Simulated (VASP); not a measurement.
A run of VASP 6.6.1:

File INCAR:

```
SYSTEM = Rh
PREC = Accurate
ENCUT = 520
EDIFF = 1E-7
ISMEAR = 0
SIGMA = 0.15
LREAL = .FALSE.
LASPH = .TRUE.
NELM = 60
ALGO = Fast
ISIF = 2
LWAVE = .FALSE.
LCHARG = .TRUE.
GGA = PS
LELF = .TRUE.
LVHAR = .TRUE.
NBANDS = 22
```

Contents of KPOINTS:

```
Automatic mesh
0
G
  21 21 12
  0 0 0
```

The input POSCAR:

```
Rh
1.0
    2.6168969294      0.0000000000      0.0000000000
   -1.3084484647      2.2662992200      0.0000000000
    0.0000000000      0.0000000000      4.7535932723
Rh
2
Direct
    0.6666666667      0.3333333333      0.7500000000
    0.3333333333      0.6666666667      0.2500000000
```

Potentials or basis: VASP PAW PBE potentials, release 64 (Rh_pv).

Command:

```bash
$ cat potpaw_PBE.64/Rh_pv/POTCAR > POTCAR
$ mpirun -np 1 vasp_std > vasp.out
```

Hardware: 1 thread of Intel(R) Xeon(R) 6975P-C (Granite Rapids), on a shared host.

Problem. How long does it take, and how much memory?

Solution. Run time: 92 s on 1 thread of Intel(R) Xeon(R) 6975P-C (Granite Rapids), with other jobs on the host, peak memory 0.27 GiB. Counts: scf iterations 16, k points 336.
